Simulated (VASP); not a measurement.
# GdO (F-43m) in VASP: notebook

GdO is run at these levels: PBEsol, LDA, PBE; tasks: electric field gradients.

All numbers are computed with VASP 6.6.1; they aren't measurements. Logs are shortened: lines on timing, memory, paths and dates and some standing lists are left out, and cuts for length are marked.

## (1) The cell of the first run

The structure is cubic, space group F-43m (No. 216). The conventional cell has a = 5.338 Å, b = 5.338 Å, c = 5.338 Å, α = 90.00°, β = 90.00°, γ = 90.00°. Within 3.1 Å of Gd (site symmetry -43m) lie 4 O at 2.31 Å. O (site symmetry -43m) has 4 Gd at 2.31 Å within 3.1 Å.

## (2) Electric field gradients, PBEsol, collinear spin, ferromagnetic start (19.01 Å³/atom)

Input file INCAR:

```
PREC = Accurate
ENCUT = 520
EDIFF = 1E-8
ISMEAR = -1
SIGMA = 0.08
LREAL = False
LASPH = True
NELM = 150
ALGO = Normal
ISIF = 2
LWAVE = False
LCHARG = False
ISPIN = 2
MAGMOM = 7 0
LORBIT = 11
LMAXMIX = 6
GGA = PS
LEFG = True
NBANDS = 23
```

Input file KPOINTS:

```
Automatic mesh
0
Gamma
  13 13 13
```

Input file POSCAR:

```
GdO
1.0
    0.0000000000      2.6688984612      2.6688984612
    2.6688984612      0.0000000000      2.6688984612
    2.6688984612      2.6688984612      0.0000000000
Gd O
1 1
Direct
    0.0000000000      0.0000000000      0.0000000000
    0.7500000000      0.7500000000      0.7500000000
```

Potentials or basis: VASP PAW PBE potentials, release 64 (Gd, O).

The run is started by

```console
$ cat potpaw_PBE.64/Gd/POTCAR potpaw_PBE.64/O/POTCAR > POTCAR
$ mpirun -np 1 vasp_std > vasp.out
```

OUTCAR:

```text
PREC = Accurate
   ENCUT = 520
   EDIFF = 1E-8
   ISMEAR = -1
   LREAL = False
   LASPH = True
   NELM = 150
   ISIF = 2
   ISPIN = 2
   LORBIT = 11
   GGA = PS

 ion  position               nearest neighbor table
   1  0.000  0.000  0.000-   2 2.31   2 2.31   2 2.31   2 2.31
   2  0.750  0.750  0.750-   1 2.31   1 2.31   1 2.31   1 2.31

  LATTYP: Found a face centered cubic cell.
 ALAT       =     5.3377969224

  Lattice vectors:

 A1 = (   0.0000000000,   2.6688984612,   2.6688984612)
 A2 = (   2.6688984612,   0.0000000000,   2.6688984612)
 A3 = (   2.6688984612,   2.6688984612,   0.0000000000)

Analysis of symmetry for initial positions (statically):
=====================================================================
 Subroutine PRICEL returns:
 Original cell was already a primitive cell.

 Routine SETGRP: Setting up the symmetry group for a
 face centered cubic supercell.

 Subroutine GETGRP returns: Found 24 space group operations
 (whereof 24 operations were pure point group operations)
 out of a pool of 48 trial point group operations.

The static configuration has the point symmetry T_d .

Analysis of symmetry for dynamics (positions and initial velocities):
=====================================================================
 Subroutine PRICEL returns:
 Original cell was already a primitive cell.

 Routine SETGRP: Setting up the symmetry group for a
 face centered cubic supercell.

 Subroutine GETGRP returns: Found 24 space group operations
 (whereof 24 operations were pure point group operations)
 out of a pool of 48 trial point group operations.

The dynamic configuration has the point symmetry T_d .

Analysis of structural, dynamic, and magnetic symmetry:
=====================================================================
 Subroutine PRICEL returns:
 Original cell was already a primitive cell.

 Routine SETGRP: Setting up the symmetry group for a
 face centered cubic supercell.

 Subroutine GETGRP returns: Found 24 space group operations
 (whereof 24 operations were pure point group operations)
 out of a pool of 48 trial point group operations.

The overall configuration has the point symmetry T_d .

 Subroutine INISYM returns: Found 24 space group operations
 (whereof 24 operations are pure point group operations),
 and found     1 'primitive' translations

----------------------------------------------------------------------------------------

                                     Primitive cell

  volume of cell :      38.0212

  direct lattice vectors                    reciprocal lattice vectors
     0.000000000  2.668898461  2.668898461    -0.187343208  0.187343208  0.187343208
     2.668898461  0.000000000  2.668898461     0.187343208 -0.187343208  0.187343208
     2.668898461  2.668898461  0.000000000     0.187343208  0.187343208 -0.187343208

  length of vectors
     3.774392400  3.774392400  3.774392400     0.324487955  0.324487955  0.324487955

  position of ions in fractional coordinates (direct lattice)
     0.000000000  0.000000000  0.000000000
     0.750000000  0.750000000  0.750000000

  ion indices of the primitive-cell ions
   primitive index   ion index
                 1           1
                 2           2

----------------------------------------------------------------------------------------

 KPOINTS: Automatic mesh

Automatic generation of k-mesh.
 Grid dimensions read from file:
 generate k-points for:   13   13   13

 Generating k-lattice:

  Cartesian coordinates                     Fractional coordinates (reciprocal lattice)
    -0.014411016  0.014411016  0.014411016     0.076923077  0.000000000  0.000000000
     0.014411016 -0.014411016  0.014411016     0.000000000  0.076923077  0.000000000
     0.014411016  0.014411016 -0.014411016     0.000000000  0.000000000  0.076923077

  Length of vectors
     0.024960612  0.024960612  0.024960612

  Shift w.r.t. Gamma in fractional coordinates (k-lattice)
     0.000000000  0.000000000  0.000000000

 Subroutine IBZKPT returns following result:
 ===========================================

 Found     84 irreducible k-points:

 Following reciprocal coordinates:
            Coordinates               Weight
  0.000000  0.000000  0.000000      1.000000
  0.076923  0.000000  0.000000      8.000000
  0.153846  0.000000  0.000000      8.000000
  0.230769  0.000000  0.000000      8.000000
  0.307692  0.000000  0.000000      8.000000
  0.384615  0.000000  0.000000      8.000000
[... 16 lines left out ...]
  0.384615  0.153846  0.000000     24.000000
  0.461538  0.153846  0.000000     24.000000
 [... further k-points ...]
   k-points           NKPTS =     84   k-points in BZ     NKDIM =     84   number of bands    NBANDS=     23
   number of dos      NEDOS =    301   number of ions     NIONS =      2
   total plane-waves  NPLWV =  21952
   dimension x,y,z NGX =    28 NGY =   28 NGZ =   28
   dimension x,y,z NGXF=    56 NGYF=   56 NGZF=   56
   ions per type =               1   1
   NGX,Y,Z   is equivalent  to a cutoff of  12.33, 12.33, 12.33 a.u.
   NGXF,Y,Z  is equivalent  to a cutoff of  24.67, 24.67, 24.67 a.u.
 SYSTEM =  unknown system
   PREC   = accura    normal or accurate (medium, high low for compatibility)
   ISTART =      0    job   : 0-new  1-cont  2-samecut
   ICHARG =      2    charge: 1-file 2-atom 10-const
   ISPIN  =      2    spin polarized calculation?
   LNONCOLLINEAR =      F non collinear calculations
   LSORBIT =      F    spin-orbit coupling
   LASPH  =      T    aspherical Exc in radial PAW
   ENCUT  =  520.0 eV  38.22 Ry    6.18 a.u.   7.02  7.02  7.02*2*pi/ulx,y,z
   NELM   =    150;   NELMIN=  2; NELMDL= -5     # of ELM steps
   EDIFF  = 0.1E-07   stopping-criterion for ELM
   LREAL  =      F    real-space projection
   EDIFFG = 0.1E-06   stopping-criterion for IOM
   NSW    =      0    number of steps for IOM
   IBRION =     -1    ionic relax: 0-MD 1-quasi-New 2-CG
   NFREE  =      0    steps in history (QN), initial steepest desc. (CG)
   ISIF   =      2    stress and relaxation
   ISYM   =      2    0-nonsym 1-usesym 2-fastsym
   POTIM  = 0.5000    time-step for ionic-motion
   TEBEG  =    0.0;   TEEND  =   0.0 temperature during run
   PSTRESS=    0.0 pullay stress
   NELECT =      24.0000    total number of electrons
   NUPDOWN=      -1.0000    fix difference up-down
   EMIN   =  10.00;   EMAX   =-10.00  energy-range for DOS
   EFERMI =   0.00;   METHOD = LEGACY
   ISMEAR =    -1;   SIGMA  =   0.08  broadening in eV -4-tet -1-fermi 0-gaus
   EFERMI_NEDOS =   21; number of points for ismear=-14 and -15
   IALGO  =     38    algorithm
   IMIX   =      4    mixing-type and parameters
     AMIX     =   0.40;   BMIX     =  1.00
     AMIX_MAG =   1.60;   BMIX_MAG =  1.00
  volume/ion in A,a.u.               =      19.01       128.29
  Fermi-wavevector in a.u.,A,eV,Ry     =   1.404332  2.653803 26.832716  1.972149
  Thomas-Fermi vector in A             =   2.526904
   LORBIT       =     11    0 simple, 1 ext, 2 COOP (PROOUT), +10 PAW based schemes
   GGA     = PS    functional components
   LHFCALC =     F    Hartree Fock is set to
   AEXX    =    0.0000 exact exchange contribution
   IVDW    =     0    specifies the selected vdW correction
   LEPSILON=     F    determine dielectric tensor
   LRPA    =     F    only Hartree local field effects (RPA)
 spin polarized calculation
  energy-cutoff  :      520.00
  volume of cell :       38.02
 maximum number of plane-waves:      1036
   NGX = 13   NGY = 13   NGZ = 13

 number of electron      24.0000002 magnetization       7.4787919

 Free energy of the ion-electron system (eV)
  ---------------------------------------------------
  ext. energy  EPLUGINS =         0.00000000
  ---------------------------------------------------
  free energy    TOTEN  =       -22.73188091 eV

  energy without entropy =      -22.68602104  energy(sigma->0) =      -22.70895097

 E-fermi :   4.2023     XC(G=0): -10.4670

 val. band max:        4.2001616690   @ k =   0.3846   0.1538   0.0769
 cond. band min:       4.2200393493   @ k =   0.4615   0.2308   0.0769
 fundamental gap:      0.0198776803
 Fermi energy:         4.2022609840

 spin component 1

 k-point     1 :       0.0000    0.0000    0.0000
  band No.  band energies     occupation
      1     -41.1839      1.00000
      2     -18.4661      1.00000
      3     -18.4661      1.00000
      4     -18.4661      1.00000
      5     -15.3710      1.00000
      6      -1.9318      1.00000
[... 15 lines left out ...]
     22      15.5190      0.00000
     23      15.8596      0.00000

 k-point     2 :       0.0769    0.0000    0.0000
  band No.  band energies     occupation
      1     -41.1812      1.00000
      2     -18.5477      1.00000
      3     -18.4714      1.00000
      4     -18.4714      1.00000
      5     -15.2967      1.00000
      6      -1.9734      1.00000
[... 15 lines left out ...]
     22      14.7278      0.00000
     23      15.9816      0.00000
[... 544 lines left out ...]
     22      12.0883      0.00000
     23      16.1276      0.00000

 k-point    24 :       0.4615    0.1538    0.0000
  band No.  band energies     occupation
      1     -41.1364      1.00000
      2     -19.4705      1.00000
      3     -18.6539      1.00000
      4     -18.5887      1.00000
      5     -14.4141      1.00000
      6      -1.9051      1.00000
[... 15 lines left out ...]
     22      11.9596      0.00000
     23      16.4131      0.00000

 [... further k-points ...]

 spin component 2

 k-point     1 :       0.0000    0.0000    0.0000
  band No.  band energies     occupation
      1     -38.0609      1.00000
      2     -16.1533      1.00000
      3     -16.1533      1.00000
      4     -16.1533      1.00000
      5     -15.3282      1.00000
      6      -1.6038      1.00000
[... 15 lines left out ...]
     22      16.7509      0.00000
     23      16.7652      0.00000

 k-point     2 :       0.0769    0.0000    0.0000
  band No.  band energies     occupation
      1     -38.0575      1.00000
      2     -16.3914      1.00000
      3     -16.1600      1.00000
      4     -16.1600      1.00000
      5     -15.1031      1.00000
      6      -1.6293      1.00000
[... 15 lines left out ...]
     22      15.7621      0.00000
     23      16.8971      0.00000
[... 544 lines left out ...]
     22      13.2948      0.00000
     23      17.2907      0.00000

 k-point    24 :       0.4615    0.1538    0.0000
  band No.  band energies     occupation
      1     -37.9978      1.00000
      2     -17.8512      1.00000
      3     -16.4000      1.00000
      4     -16.3094      1.00000
      5     -13.7372      1.00000
      6      -1.4919      1.00000
[... 15 lines left out ...]
     22      13.2355      0.00000
     23      17.7475      0.00000

 [... further k-points ...]
[... 5 lines left out ...]
  --------------------------------------------------------------------------------------
  -------------------------------------------------------------------------------------
  Total       -0.2630759     -0.2630759     -0.2630759     -0.0000000      0.0000000      0.0000000
  in kB      -11.0857591    -11.0857591    -11.0857591     -0.0000000      0.0000000      0.0000000
  external PRESSURE =     -11.0857591 kB  Pullay stress =       0.0000000 kB

 VOLUME and BASIS-vectors are now :
 -----------------------------------------------------------------------------
  energy-cutoff  :      520.00
  volume of cell :       38.02
      direct lattice vectors                 reciprocal lattice vectors
     0.000000000  2.668898461  2.668898461    -0.187343208  0.187343208  0.187343208
     2.668898461  0.000000000  2.668898461     0.187343208 -0.187343208  0.187343208
     2.668898461  2.668898461  0.000000000     0.187343208  0.187343208 -0.187343208

 POSITION                                       TOTAL-FORCE (eV/Angst)
 -----------------------------------------------------------------------------------
      0.00000      0.00000      0.00000        -0.000000     -0.000000     -0.000000
      4.00335      4.00335      4.00335         0.000000      0.000000      0.000000
 -----------------------------------------------------------------------------------
    total drift:                               -0.000000     -0.000000      0.000000

  FREE ENERGIE OF THE ION-ELECTRON SYSTEM (eV)
  ---------------------------------------------------
  free  energy   TOTEN  =       -22.7318809068 eV

  energy  without entropy=      -22.6860210417  energy(sigma->0) =      -22.70895097

 Electric field gradients (V/A^2)
---------------------------------------------------------------------
 ion       V_xx      V_yy      V_zz      V_xy      V_xz      V_yz
---------------------------------------------------------------------
   1      -0.000     0.000    -0.000     0.002     0.002     0.002
   2      -0.000     0.000    -0.000     0.003     0.003     0.003
---------------------------------------------------------------------

 Electric field gradients after diagonalization (V/A^2)
 (convention: |V_zz| > |V_xx| > |V_yy|)
----------------------------------------------------------------------
 ion       V_xx      V_yy      V_zz     asymmetry (V_yy - V_xx)/ V_zz
----------------------------------------------------------------------
   1      -0.002    -0.002     0.004       0.000
   2      -0.003    -0.003     0.006       0.000
----------------------------------------------------------------------

           NMR quadrupolar parameters

 Cq : quadrupolar parameter    Cq=e*Q*V_zz/h
 eta: asymmetry parameters     (V_yy - V_xx)/ V_zz
 Q  : nuclear electric quadrupole moment in mb (millibarn)
----------------------------------------------------------------------
 ion       Cq(MHz)       eta       Q (mb)
----------------------------------------------------------------------
   1       0.000       0.000       1.000
   2       0.000       0.000       1.000
----------------------------------------------------------------------

 total charge

# of ion       s       p       d       f       tot
--------------------------------------------------
    1        2.032   5.619   0.494   7.085  15.231
    2        1.566   3.420   0.000   0.000   4.985
--------------------------------------------------
tot          3.598   9.039   0.494   7.085  20.216

 magnetization (x)

# of ion       s       p       d       f       tot
--------------------------------------------------
    1        0.002  -0.047   0.175   6.720   6.849
    2        0.001  -0.031   0.000   0.000  -0.030
--------------------------------------------------
tot          0.003  -0.079   0.175   6.720   6.819
```

It took 3.9 min on 1 thread of Intel Xeon Platinum 8488C (Sapphire Rapids), shared host; peak memory 0.26 GiB.

Results:

| Item | Value |
| --- | --- |
| Free energy | -22.7319 eV |
| Pressure | -1.1 GPa |
| Net moment | 7.48 μB per cell |
| Site moments | Gd +6.85; O -0.03 μB |
| Largest electric field gradient by atom | under 0.05 V/Å² on every atom |
| Valence electrons inside the program's atomic spheres | Gd 15.23; O 4.99 |

Caveat: the PAW data sets were made with another functional, which shifts forces and pressure a little; spin-orbit coupling is left out, which moves the levels of the heavy elements; a cell with one magnetic atom can't hold antiferromagnetic order, which such compounds often take; semilocal functionals describe open f shells poorly, which spoils levels, moments and volumes. The state reached can hang on the start; a lower one may exist.

[end of part 1 of 3]
